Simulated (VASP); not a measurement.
# SnOF6 (P-1) in VASP: single point with PBE

Aim: the single point of SnOF6 with PBE.

Program: VASP 6.6.1. These are calculated values, not measurements. Logs are shortened: lines on timing, memory, paths and dates and some standing lists are left out, and cuts for length are marked.

**1. The cell of the first run**

The typed cell holds 8 atoms: a = 5.023 Å, b = 5.070 Å, c = 5.436 Å, α = 115.67°, β = 89.30°, γ = 118.78°.

**2. Single point, PBE**

POSCAR

```
SnOF6
1.0
    5.0225340000      0.0000000000      0.0000000000
   -2.4408610000      4.4435720000      0.0000000000
    0.0664110000     -2.6500040000      4.7454060000
F O Sn
6 1 1
Direct
    0.2508000000      0.8537000000      0.7367000000
    0.7492000000      0.1463000000      0.2633000000
    0.5758000000      0.4399000000      0.7232000000
    0.4242000000      0.5601000000      0.2768000000
    0.8644000000      0.1243000000      0.7376000000
    0.1356000000      0.8757000000      0.2624000000
    0.0000000000      0.0000000000      0.0000000000
    0.5000000000      0.0000000000      0.5000000000
```

INCAR.step1

```
PREC = Accurate
ENCUT = 520
EDIFF = 1E-7
ISMEAR = -1
SIGMA = 0.1
LREAL = False
LASPH = True
NELM = 100
ALGO = Normal
ISIF = 2
LWAVE = False
LCHARG = True
GGA = PE
NBANDS = 41
```

KPOINTS.step1

```
Automatic mesh
0
Gamma
  4 5 4
  0.5 0 0.5
```

INCAR.step2

```
PREC = Accurate
ENCUT = 520
EDIFF = 1E-7
ISMEAR = -5
SIGMA = 0.1
LREAL = False
LASPH = True
NELM = 100
ALGO = Normal
ISIF = 2
LWAVE = False
LCHARG = False
GGA = PE
LORBIT = 10
NEDOS = 2001
ICHARG = 11
```

KPOINTS.step2

```
Automatic mesh
0
Gamma
  6 8 6
```

Potentials or basis: VASP PAW PBE potentials, release 64 (F, O, Sn_d).

Run with:

```bash
$ cat potpaw_PBE.64/F/POTCAR potpaw_PBE.64/O/POTCAR potpaw_PBE.64/Sn_d/POTCAR > POTCAR
$ cp INCAR.step1 INCAR
$ cp KPOINTS.step1 KPOINTS
$ mpirun -np 1 vasp_std > vasp.out
$ cp INCAR.step2 INCAR
$ cp KPOINTS.step2 KPOINTS
$ mpirun -np 1 vasp_std > vasp.out
```

OUTCAR:

```text
PREC = Accurate
   ENCUT = 520
   EDIFF = 1E-7
   ISMEAR = -5
   LREAL = False
   LASPH = True
   NELM = 100
   ISIF = 2
   GGA = PE
   LORBIT = 10
   ICHARG = 11

 ion  position               nearest neighbor table
   1  0.251  0.854  0.737-   8 1.91
   2  0.749  0.146  0.263-   8 1.91
   3  0.576  0.440  0.723-   8 1.85
   4  0.424  0.560  0.277-   8 1.85
   5  0.864  0.124  0.738-   8 1.91
   6  0.136  0.876  0.262-   8 1.91
   7  0.000  0.000  0.000-
   8  0.500  0.000  0.500-   3 1.85   4 1.85   5 1.91   6 1.91   1 1.91   2 1.91

  LATTYP: Found a triclinic cell.
 ALAT       =     5.0225340000
 B/A-ratio  =     1.4645156848
 C/A-ratio  =     1.0094159419
 COS(alpha) =     0.0086272660
 COS(beta)  =     0.4814486836
 COS(gamma) =     0.6737909344

  Lattice vectors:

 A1 = (  -5.0225340000,   0.0000000000,   0.0000000000)
 A2 = (  -4.9561230000,  -2.6500040000,   4.7454060000)
 A3 = (  -2.4408610000,   4.4435720000,   0.0000000000)

Analysis of symmetry for initial positions (statically):
=====================================================================
 Subroutine PRICEL returns:
 Original cell was already a primitive cell.

 Routine SETGRP: Setting up the symmetry group for a
 triclinic supercell.

 Subroutine GETGRP returns: Found  2 space group operations
 (whereof  2 operations were pure point group operations)
 out of a pool of  2 trial point group operations.

The static configuration has the point symmetry S_2 .

Analysis of symmetry for dynamics (positions and initial velocities):
=====================================================================
 Subroutine PRICEL returns:
 Original cell was already a primitive cell.

 Routine SETGRP: Setting up the symmetry group for a
 triclinic supercell.

 Subroutine GETGRP returns: Found  2 space group operations
 (whereof  2 operations were pure point group operations)
 out of a pool of  2 trial point group operations.

The dynamic configuration has the point symmetry S_2 .

 Subroutine INISYM returns: Found  2 space group operations
 (whereof  2 operations are pure point group operations),
 and found     1 'primitive' translations

----------------------------------------------------------------------------------------

                                     Primitive cell

  volume of cell :     105.9079

  direct lattice vectors                    reciprocal lattice vectors
     5.022534000  0.000000000  0.000000000     0.199102684  0.109367414  0.058288263
    -2.440861000  4.443572000  0.000000000     0.000000000  0.225044176  0.125672696
     0.066411000 -2.650004000  4.745406000     0.000000000  0.000000000  0.210730125

  length of vectors
     5.022534000  5.069825889  5.435605737     0.234522135  0.257756683  0.210730125

  position of ions in fractional coordinates (direct lattice)
     0.250800000  0.853700000  0.736700000
     0.749200000  0.146300000  0.263300000
     0.575800000  0.439900000  0.723200000
     0.424200000  0.560100000  0.276800000
     0.864400000  0.124300000  0.737600000
     0.135600000  0.875700000  0.262400000
     0.000000000  0.000000000  0.000000000
     0.500000000  0.000000000  0.500000000

  ion indices of the primitive-cell ions
   primitive index   ion index
                 1           1
                 2           2
                 3           3
                 4           4
                 5           5
                 6           6
                 7           7
                 8           8

----------------------------------------------------------------------------------------

 KPOINTS: Automatic mesh

Automatic generation of k-mesh.
 Grid dimensions read from file:
 generate k-points for:    6    8    6

 Generating k-lattice:

  Cartesian coordinates                     Fractional coordinates (reciprocal lattice)
     0.033183781  0.018227902  0.009714711     0.166666667  0.000000000 -0.000000000
     0.000000000  0.028130522  0.015709087     0.000000000  0.125000000  0.000000000
     0.000000000  0.000000000  0.035121688     0.000000000  0.000000000  0.166666667

  Length of vectors
     0.039087022  0.032219585  0.035121688

  Shift w.r.t. Gamma in fractional coordinates (k-lattice)
     0.000000000  0.000000000  0.000000000

 TETIRR: Found    864 inequivalent tetrahedra from     1728

 Subroutine IBZKPT returns following result:
 ===========================================

 Found    148 irreducible k-points:

 Following reciprocal coordinates:
            Coordinates               Weight
  0.000000  0.000000  0.000000      1.000000
  0.166667 -0.000000  0.000000      2.000000
  0.333333 -0.000000  0.000000      2.000000
  0.500000  0.000000  0.000000      1.000000
  0.000000  0.125000  0.000000      2.000000
  0.166667  0.125000  0.000000      2.000000
[... 16 lines left out ...]
  0.000000  0.500000  0.000000      1.000000
  0.166667  0.500000  0.000000      2.000000
 [... further k-points ...]
   k-points           NKPTS =    148   k-points in BZ     NKDIM =    148   number of bands    NBANDS=     37
   number of dos      NEDOS =   2001   number of ions     NIONS =      8
   total plane-waves  NPLWV =  64000
   dimension x,y,z NGX =    40 NGY =   40 NGZ =   40
   dimension x,y,z NGXF=    80 NGYF=   80 NGZF=   80
   ions per type =               6   1   1
   NGX,Y,Z   is equivalent  to a cutoff of  13.24, 13.12, 12.23 a.u.
   NGXF,Y,Z  is equivalent  to a cutoff of  26.48, 26.23, 24.47 a.u.
 SYSTEM =  unknown system
   PREC   = accura    normal or accurate (medium, high low for compatibility)
   ISTART =      0    job   : 0-new  1-cont  2-samecut
   ICHARG =     11    charge: 1-file 2-atom 10-const
   ISPIN  =      1    spin polarized calculation?
   LNONCOLLINEAR =      F non collinear calculations
   LSORBIT =      F    spin-orbit coupling
   LASPH  =      T    aspherical Exc in radial PAW
   ENCUT  =  520.0 eV  38.22 Ry    6.18 a.u.   9.34  9.43 10.11*2*pi/ulx,y,z
   NELM   =    100;   NELMIN=  2; NELMDL=  0     # of ELM steps
   EDIFF  = 0.1E-06   stopping-criterion for ELM
   LREAL  =      F    real-space projection
   EDIFFG = 0.1E-05   stopping-criterion for IOM
   NSW    =      0    number of steps for IOM
   IBRION =     -1    ionic relax: 0-MD 1-quasi-New 2-CG
   NFREE  =      0    steps in history (QN), initial steepest desc. (CG)
   ISIF   =      2    stress and relaxation
   ISYM   =      2    0-nonsym 1-usesym 2-fastsym
   POTIM  = 0.5000    time-step for ionic-motion
   TEBEG  =    0.0;   TEEND  =   0.0 temperature during run
   PSTRESS=    0.0 pullay stress
   NELECT =      62.0000    total number of electrons
   NUPDOWN=      -1.0000    fix difference up-down
   EMIN   =  10.00;   EMAX   =-10.00  energy-range for DOS
   EFERMI =   0.00;   METHOD = LEGACY
   ISMEAR =    -5;   SIGMA  =   0.10  broadening in eV -4-tet -1-fermi 0-gaus
   EFERMI_NEDOS =   21; number of points for ismear=-14 and -15
   IALGO  =     38    algorithm
   IMIX   =      4    mixing-type and parameters
     AMIX     =   0.40;   BMIX     =  1.00
     AMIX_MAG =   1.60;   BMIX_MAG =  1.00
  volume/ion in A,a.u.               =      13.24        89.34
  Fermi-wavevector in a.u.,A,eV,Ry     =   1.369502  2.587983 25.518201  1.875535
  Thomas-Fermi vector in A             =   2.495371
   LORBIT       =     10    0 simple, 1 ext, 2 COOP (PROOUT), +10 PAW based schemes
   GGA     = PE    functional components
   LHFCALC =     F    Hartree Fock is set to
   AEXX    =    0.0000 exact exchange contribution
   IVDW    =     0    specifies the selected vdW correction
   LEPSILON=     F    determine dielectric tensor
   LRPA    =     F    only Hartree local field effects (RPA)
 non-spin polarized calculation
 Fermi weights with tetrahedron method with Bloechl corrections
  energy-cutoff  :      520.00
  volume of cell :      105.91
 maximum number of plane-waves:      2879
 NGX is ok and might be reduce to    40

 number of electron      62.0000005 magnetization

 Free energy of the ion-electron system (eV)
  ---------------------------------------------------
  ext. energy  EPLUGINS =         0.00000000
  ---------------------------------------------------
  free energy    TOTEN  =       -26.99541131 eV

  energy without entropy =      -26.99541131  energy(sigma->0) =      -26.99541131

 E-fermi :  -1.4360     XC(G=0):  -9.1871

 val. band max:       -1.4226605973   @ k =   0.5000  -0.1250   0.3333
 cond. band min:      -1.4493299626   @ k =   0.0000   0.2500   0.0000
 fundamental gap:     -0.0266693653
 Fermi energy:        -1.4360368328

 k-point     1 :       0.0000    0.0000    0.0000
  band No.  band energies     occupation
      1     -23.8333      2.00000
      2     -23.7795      2.00000
      3     -23.5132      2.00000
      4     -22.8713      2.00000
      5     -22.8231      2.00000
      6     -22.1845      2.00000
[... 29 lines left out ...]
     36      10.5661      0.00000
     37      11.2075      0.00000

 k-point     2 :       0.1667   -0.0000    0.0000
  band No.  band energies     occupation
      1     -23.8082      2.00000
      2     -23.7838      2.00000
      3     -23.4987      2.00000
      4     -22.8861      2.00000
      5     -22.8468      2.00000
      6     -22.1874      2.00000
[... 29 lines left out ...]
     36      10.6651      0.00000
     37      11.4571      0.00000
[... 838 lines left out ...]
     36      10.6248      0.00000
     37      10.6812      0.00000

 k-point    24 :       0.1667    0.5000    0.0000
  band No.  band energies     occupation
      1     -23.8403      2.00000
      2     -23.7844      2.00000
      3     -23.3094      2.00000
      4     -22.9315      2.00000
      5     -22.8521      2.00000
      6     -22.3035      2.00000
[... 29 lines left out ...]
     36      10.2428      0.00000
     37      10.7816      0.00000

 [... further k-points ...]
[... 5 lines left out ...]
  --------------------------------------------------------------------------------------
  -------------------------------------------------------------------------------------
  Total        7.3993496      9.4355428      7.6724095      1.9802720      0.4765518      1.4453020
  in kB      111.9375121    142.7410835    116.0683672     29.9575946      7.2092852     21.8645578
  external PRESSURE =     123.5823209 kB  Pullay stress =       0.0000000 kB

 VOLUME and BASIS-vectors are now :
 -----------------------------------------------------------------------------
  energy-cutoff  :      520.00
  volume of cell :      105.91
      direct lattice vectors                 reciprocal lattice vectors
     5.022534000  0.000000000  0.000000000     0.199102684  0.109367414  0.058288263
    -2.440861000  4.443572000  0.000000000     0.000000000  0.225044176  0.125672696
     0.066411000 -2.650004000  4.745406000     0.000000000  0.000000000  0.210730125

 POSITION                                       TOTAL-FORCE (eV/Angst)
 -----------------------------------------------------------------------------------
     -0.77519      1.84122      3.49594        -2.118630     -2.139144      2.182960
      3.42327     -0.04765      1.24947         2.118630      2.139144     -2.182960
      1.86627      0.03824      3.43188        -0.909007      1.603906      1.044939
      0.78182      1.75532      1.31353         0.909007     -1.603906     -1.044939
      4.08706     -1.40231      3.50021         2.846832     -0.644341      2.352618
     -1.43898      3.19587      1.24519        -2.846832      0.644341     -2.352618
      0.00000      0.00000      0.00000        -0.000000      0.000000      0.000000
      2.54447     -1.32500      2.37270         0.000000      0.000000      0.000000
 -----------------------------------------------------------------------------------
    total drift:                               -0.000000      0.000000     -0.000000

  FREE ENERGIE OF THE ION-ELECTRON SYSTEM (eV)
  ---------------------------------------------------
  free  energy   TOTEN  =       -26.9954113125 eV

  energy  without entropy=      -26.9954113125  energy(sigma->0) =      -26.99541131

 total charge

# of ion       s       p       d       tot
------------------------------------------
    1        1.752   4.254   0.000   6.005
    2        1.752   4.254   0.000   6.005
    3        1.752   4.360   0.000   6.112
    4        1.752   4.360   0.000   6.112
    5        1.752   4.260   0.000   6.011
    6        1.752   4.260   0.000   6.011
    7        1.672   2.740   0.000   4.411
    8        0.878   1.262  10.582  12.722
--------------------------------------------------
tot         13.060  29.749  10.582  53.392
```

Wall time 6 min (1 thread of Intel Xeon Platinum 8488C (Sapphire Rapids), shared host); peak memory 0.58 GiB.

What came out:

```
Valence electrons inside the program's atomic spheres : F 6.00, 6.11, 6.01 (each value once); O 4.41; Sn 12.72
```

Caveat: spin-orbit coupling is left out, which moves the levels of the heavy elements; tetrahedron occupations give inexact forces and stress in metals.
